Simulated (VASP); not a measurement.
# WC (Qusongite) (P-6m2) in VASP: vibrations by perturbation theory with PBEsol

Aim: the vibrations by perturbation theory of WC (Qusongite) with PBEsol.

Program: VASP 6.6.1. These are calculated values, not measurements. Logs are shortened: lines on timing, memory, paths and dates and some standing lists are left out, and cuts for length are marked.

## Step 1: The cell of the first run

It takes space group P-6m2 (No. 187, hexagonal). Conventional cell: a = 2.907 Å, b = 2.907 Å, c = 2.837 Å, α = 90.00°, β = 90.00°, γ = 120.00°. W (site symmetry -6m2) has 6 C at 2.20 Å and 2 W at 2.84 Å within 2.9 Å. Within 2.9 Å of C (site symmetry -6m2) lie 6 W at 2.20 Å and 2 C at 2.84 Å.

## Step 2: Vibrations by perturbation theory, PBEsol

Input file INCAR:

```
SYSTEM = WC
PREC = Accurate
ENCUT = 520
EDIFF = 1E-8
ISMEAR = 1
SIGMA = 0.1
LREAL = .False.
LASPH = .True.
NELM = 100
ALGO = Normal
ISIF = 2
LWAVE = .False.
LCHARG = .False.
GGA = PS
NBANDS = 16
IBRION = 8
NSW = 1
```

Input file KPOINTS:

```
Automatic mesh
0
Gamma
  6 6 5
  0 0 0
```

Input file POSCAR:

```
WC
1.0
    2.9065000000      0.0000000000      0.0000000000
   -1.4532500000      2.5171028400      0.0000000000
    0.0000000000      0.0000000000      2.8366000000
W C
1 1
Direct
    0.0000000000      0.0000000000      0.0000000000
    0.6666666700      0.3333333300      0.5000000000
```

Potentials or basis: VASP PAW PBE potentials, release 64 (W_sv, C).

Command:

```console
$ cat potpaw_PBE.64/W_sv/POTCAR potpaw_PBE.64/C/POTCAR > POTCAR
$ mpirun -np 1 vasp_std > vasp.out
```

OUTCAR:

```text
SYSTEM = WC
   PREC = Accurate
   ENCUT = 520
   EDIFF = 1E-8
   ISMEAR = 1
   LREAL = .False.
   LASPH = .True.
   NELM = 100
   ISIF = 2
   GGA = PS
   IBRION = 8
   NSW = 1

 ion  position               nearest neighbor table
   1  0.000  0.000  0.000-   2 2.20   2 2.20   2 2.20   2 2.20   2 2.20   2 2.20
   2  0.667  0.333  0.500-   1 2.20   1 2.20   1 2.20   1 2.20   1 2.20   1 2.20

  LATTYP: Found a hexagonal cell.
 ALAT       =     2.9065000000
 C/A-ratio  =     0.9759504559

  Lattice vectors:

 A1 = (   2.9065000000,   0.0000000000,   0.0000000000)
 A2 = (  -1.4532500000,   2.5171028400,   0.0000000000)
 A3 = (   0.0000000000,   0.0000000000,   2.8366000000)

Analysis of symmetry for initial positions (statically):
=====================================================================
 Subroutine PRICEL returns:
 Original cell was already a primitive cell.

 Routine SETGRP: Setting up the symmetry group for a
 hexagonal supercell.

 Subroutine GETGRP returns: Found 12 space group operations
 (whereof 12 operations were pure point group operations)
 out of a pool of 24 trial point group operations.

The static configuration has the point symmetry D_3h.

Analysis of symmetry for dynamics (positions and initial velocities):
=====================================================================
 Subroutine PRICEL returns:
 Original cell was already a primitive cell.

 Routine SETGRP: Setting up the symmetry group for a
 hexagonal supercell.

 Subroutine GETGRP returns: Found 12 space group operations
 (whereof 12 operations were pure point group operations)
 out of a pool of 24 trial point group operations.

The dynamic configuration has the point symmetry D_3h.

 Subroutine INISYM returns: Found 12 space group operations
 (whereof 12 operations are pure point group operations),
 and found     1 'primitive' translations

----------------------------------------------------------------------------------------

                                     Primitive cell

  volume of cell :      20.7525

  direct lattice vectors                    reciprocal lattice vectors
     2.906500000  0.000000000  0.000000000     0.344056425  0.198641069  0.000000000
    -1.453250000  2.517102840  0.000000000     0.000000000  0.397282139  0.000000000
     0.000000000  0.000000000  2.836600000     0.000000000  0.000000000  0.352534725

  length of vectors
     2.906500000  2.906500003  2.836600000     0.397282139  0.397282139  0.352534725

  position of ions in fractional coordinates (direct lattice)
     0.000000000  0.000000000  0.000000000
     0.666666670  0.333333330  0.500000000

  ion indices of the primitive-cell ions
   primitive index   ion index
                 1           1
                 2           2

----------------------------------------------------------------------------------------

 KPOINTS: Automatic mesh

Automatic generation of k-mesh.
 Grid dimensions read from file:
 generate k-points for:    6    6    5

 Generating k-lattice:

  Cartesian coordinates                     Fractional coordinates (reciprocal lattice)
     0.057342738  0.033106845  0.000000000     0.166666667  0.000000000  0.000000000
     0.000000000  0.066213690  0.000000000     0.000000000  0.166666667  0.000000000
     0.000000000  0.000000000  0.070506945     0.000000000  0.000000000  0.200000000

  Length of vectors
     0.066213690  0.066213690  0.070506945

  Shift w.r.t. Gamma in fractional coordinates (k-lattice)
     0.000000000  0.000000000  0.000000000

 Subroutine IBZKPT returns following result:
 ===========================================

 Found     21 irreducible k-points:

 Following reciprocal coordinates:
            Coordinates               Weight
  0.000000  0.000000  0.000000      1.000000
  0.166667  0.000000  0.000000      6.000000
  0.333333  0.000000  0.000000      6.000000
  0.500000  0.000000  0.000000      3.000000
  0.166667  0.166667  0.000000      6.000000
  0.333333  0.166667  0.000000     12.000000
[... 13 lines left out ...]
  0.333333  0.166667  0.400000     24.000000
  0.333333  0.333333  0.400000      4.000000
   k-points           NKPTS =     21   k-points in BZ     NKDIM =     21   number of bands    NBANDS=     16
   number of dos      NEDOS =    301   number of ions     NIONS =      2
   total plane-waves  NPLWV =  13824
   dimension x,y,z NGX =    24 NGY =   24 NGZ =   24
   dimension x,y,z NGXF=    48 NGYF=   48 NGZF=   48
   ions per type =               1   1
   NGX,Y,Z   is equivalent  to a cutoff of  13.73, 13.73, 14.07 a.u.
   NGXF,Y,Z  is equivalent  to a cutoff of  27.46, 27.46, 28.13 a.u.
 SYSTEM =  WC
   PREC   = accura    normal or accurate (medium, high low for compatibility)
   ISTART =      0    job   : 0-new  1-cont  2-samecut
   ICHARG =      2    charge: 1-file 2-atom 10-const
   ISPIN  =      1    spin polarized calculation?
   LNONCOLLINEAR =      F non collinear calculations
   LSORBIT =      F    spin-orbit coupling
   LASPH  =      T    aspherical Exc in radial PAW
   ENCUT  =  520.0 eV  38.22 Ry    6.18 a.u.   5.40  5.40  5.27*2*pi/ulx,y,z
   NELM   =    100;   NELMIN=  2; NELMDL= -5     # of ELM steps
   EDIFF  = 0.1E-07   stopping-criterion for ELM
   LREAL  =      F    real-space projection
   EDIFFG = 0.1E-06   stopping-criterion for IOM
   NSW    =      1    number of steps for IOM
   IBRION =      8    ionic relax: 0-MD 1-quasi-New 2-CG
   NFREE  =      0    steps in history (QN), initial steepest desc. (CG)
   ISIF   =      2    stress and relaxation
   ISYM   =      2    0-nonsym 1-usesym 2-fastsym
   POTIM  = 0.5000    time-step for ionic-motion
   TEBEG  =    0.0;   TEEND  =   0.0 temperature during run
   PSTRESS=    0.0 pullay stress
   NELECT =      18.0000    total number of electrons
   NUPDOWN=      -1.0000    fix difference up-down
   EMIN   =  10.00;   EMAX   =-10.00  energy-range for DOS
   EFERMI =   0.00;   METHOD = LEGACY
   ISMEAR =     1;   SIGMA  =   0.10  broadening in eV -4-tet -1-fermi 0-gaus
   EFERMI_NEDOS =   21; number of points for ismear=-14 and -15
   IALGO  =     38    algorithm
   IMIX   =      4    mixing-type and parameters
     AMIX     =   0.40;   BMIX     =  1.00
     AMIX_MAG =   1.60;   BMIX_MAG =  1.00
  volume/ion in A,a.u.               =      10.38        70.02
  Fermi-wavevector in a.u.,A,eV,Ry     =   1.561262  2.950358 33.164744  2.437540
  Thomas-Fermi vector in A             =   2.664353
   LORBIT       =      0    0 simple, 1 ext, 2 COOP (PROOUT), +10 PAW based schemes
   GGA     = PS    functional components
   LHFCALC =     F    Hartree Fock is set to
   AEXX    =    0.0000 exact exchange contribution
   IVDW    =     0    specifies the selected vdW correction
   LEPSILON=     F    determine dielectric tensor
   LRPA    =     F    only Hartree local field effects (RPA)
 non-spin polarized calculation
 Methfessel and Paxton  Order N= 1 SIGMA  =   0.10
  energy-cutoff  :      520.00
  volume of cell :       20.75
 maximum number of plane-waves:       575
 NGX is ok and might be reduce to    24
   NGX = 11   NGY = 11   NGZ = 11

--------------------------------------- Ionic step        1  -------------------------------------------

 number of electron      18.0000000 magnetization

 Free energy of the ion-electron system (eV)
  ---------------------------------------------------
  ext. energy  EPLUGINS =         0.00000000
  ---------------------------------------------------
  free energy    TOTEN  =       -23.89133885 eV

  energy without entropy =      -23.89099242  energy(sigma->0) =      -23.89122337

 E-fermi :  11.1676     XC(G=0): -13.9296

 val. band max:       11.0548592680   @ k =   0.0000   0.0000   0.0000
 cond. band min:      11.2145601592   @ k =   0.1667   0.0000   0.4000
 fundamental gap:      0.1597008912
 Fermi energy:        11.1675539888

 k-point     1 :       0.0000    0.0000    0.0000
  band No.  band energies     occupation
      1     -63.0282      2.00000
      2     -27.0234      2.00000
      3     -26.9034      2.00000
      4     -26.9034      2.00000
      5      -3.4936      2.00000
      6       6.5895      2.00000
[... 378 lines left out ...]
      5       0.1056      2.00000
      6       3.8970      2.00000
[... 8 lines left out ...]
     15      23.3774      0.00000
     16      24.9247      0.00000

------------------------ aborting loop because EDIFF is reached ----------------------------------------

  FORCE on cell =-STRESS in cart. coord.  units (eV):
  Direction    XX          YY          ZZ          XY          YZ          ZX
  --------------------------------------------------------------------------------------
  -------------------------------------------------------------------------------------
  Total       -0.1026127     -0.1026127     -0.5289542      0.0000000     -0.0000000      0.0000000
  in kB       -7.9221334     -7.9221334    -40.8375119      0.0000000     -0.0000000      0.0000000
  external PRESSURE =     -18.8939262 kB  Pullay stress =       0.0000000 kB

 VOLUME and BASIS-vectors are now :
 -----------------------------------------------------------------------------
  energy-cutoff  :      520.00
  volume of cell :       20.75
      direct lattice vectors                 reciprocal lattice vectors
     2.906500000  0.000000000  0.000000000     0.344056425  0.198641069  0.000000000
    -1.453250000  2.517102840  0.000000000     0.000000000  0.397282139  0.000000000
     0.000000000  0.000000000  2.836600000     0.000000000  0.000000000  0.352534725

 POSITION                                       TOTAL-FORCE (eV/Angst)
 -----------------------------------------------------------------------------------
      0.00000      0.00000      0.00000         0.000000      0.000000      0.000000
      1.45325      0.83903      1.41830        -0.000000     -0.000000      0.000000
 -----------------------------------------------------------------------------------
    total drift:                               -0.000003      0.000002     -0.000000

  FREE ENERGIE OF THE ION-ELECTRON SYSTEM (eV)
  ---------------------------------------------------
  free  energy   TOTEN  =       -23.8913388502 eV

  energy  without entropy=      -23.8909924225  energy(sigma->0) =      -23.89122337

[... ionic steps 2 to 3 ...]

--------------------------------------- Ionic step        4  -------------------------------------------

------------------------ aborting loop because EDIFF is reached ----------------------------------------
[... 11 lines left out ...]
[... ionic steps 8 to 8 ...]

--------------------------------------- Ionic step        9  -------------------------------------------

 Free energy of the ion-electron system (eV)
  ---------------------------------------------------
  ---------------------------------------------------
  free energy    TOTEN  =        -0.12138538 eV

  energy without entropy =       -0.12138537

------------------------ aborting loop because EDIFF is reached ----------------------------------------

 INTERNAL STRAIN TENSOR  FOR ION    2  DIRECTION 3   (eV/Angst):
 -----------------------------------------------------------------------------
     0.00772 -0.00000  0.00000
    -0.00000  0.00772 -0.00000
     0.00000  0.00000 -0.00460

 INTERNAL STRAIN TENSOR FOR ION    2 for displacements in x,y,z  (eV/Angst):
          X           Y           Z          XY          YZ          ZX
  --------------------------------------------------------------------------------
  x     0.00000     0.00000     0.00000    -3.84921     0.00000     0.00000
  y    -3.84921     3.84921     0.00000     0.00000     0.00000     0.00000
  z     0.00000     0.00000     0.00000     0.00000     0.00000     0.00000

 SECOND DERIVATIVES (NOT SYMMETRIZED)
 ------------------------------------
               1X          1Y          1Z          2X          2Y          2Z
  1X   -16.853952    0.000000    0.000000   16.853952    0.000000    0.000000
  1Y     0.000000  -16.853952    0.000000    0.000000   16.853952    0.000000
  1Z     0.000000    0.000000  -13.332231   -0.000000    0.000000   13.332231
  2X    16.851357    0.000000    0.000000  -16.851357    0.000000    0.000000
  2Y     0.000000   16.851357    0.000000   -0.000000  -16.851357    0.000000
  2Z     0.000000    0.000000   13.324932    0.000000    0.000000  -13.324932

 Eigenvectors and eigenvalues of the dynamical matrix
 ----------------------------------------------------

   1 f  =   19.112733 THz   120.088845 2PiTHz  637.532161 cm-1    79.043878 meV
             X         Y         Z           dx          dy          dz
      0.000000  0.000000  0.000000     0.000000   -0.247655    0.000000
      1.453250  0.839034  1.418300     0.000000    0.968848    0.000000
[... 21 lines left out ...]
   6 f/i=    0.001117 THz     0.007017 2PiTHz    0.037250 cm-1     0.004618 meV
             X         Y         Z           dx          dy          dz
      0.000000  0.000000  0.000000     0.000000   -0.000000    0.968837
      1.453250  0.839034  1.418300     0.000000   -0.000000    0.247701

--------------------------------------------------------------------------------------------------------

 ELASTIC MODULI CONTR FROM IONIC RELAXATION (kBar)
 Direction    XX          YY          ZZ          XY          YZ          ZX
 --------------------------------------------------------------------------------
 XX         -49.7486     49.7486      0.0000     -0.0000      0.0000      0.0000
 YY          49.7486    -49.7486      0.0000      0.0000      0.0000      0.0000
 ZZ           0.0000      0.0000      0.0000      0.0000      0.0000      0.0000
 XY          -0.0000      0.0000      0.0000    -49.7486      0.0000      0.0000
 YZ           0.0000      0.0000      0.0000      0.0000      0.0000      0.0000
 ZX           0.0000      0.0000      0.0000      0.0000      0.0000     -0.0000
 --------------------------------------------------------------------------------
```

Wall time 64 s (1 thread of Intel Xeon Platinum 8488C (Sapphire Rapids), shared host); peak memory 0.19 GiB.

What came out:

| Quantity | Value |
| --- | --- |
| Highest phonon frequency at Γ, LO-TO splitting left out | 638 cm⁻¹ |

Phonon frequencies in cm⁻¹ (negative: imaginary):
```tsv
q point	frequencies
(0.000, 0.000, 0.000)	0 0 0 567 638 638
```

Caveat: the k points lie up to 0.44 Å⁻¹ apart; the cell wasn't relaxed at this level first, which shifts response properties; the PAW data sets were made with another functional, which shifts forces and pressure a little; spin-orbit coupling is left out, which moves the levels of the heavy elements.
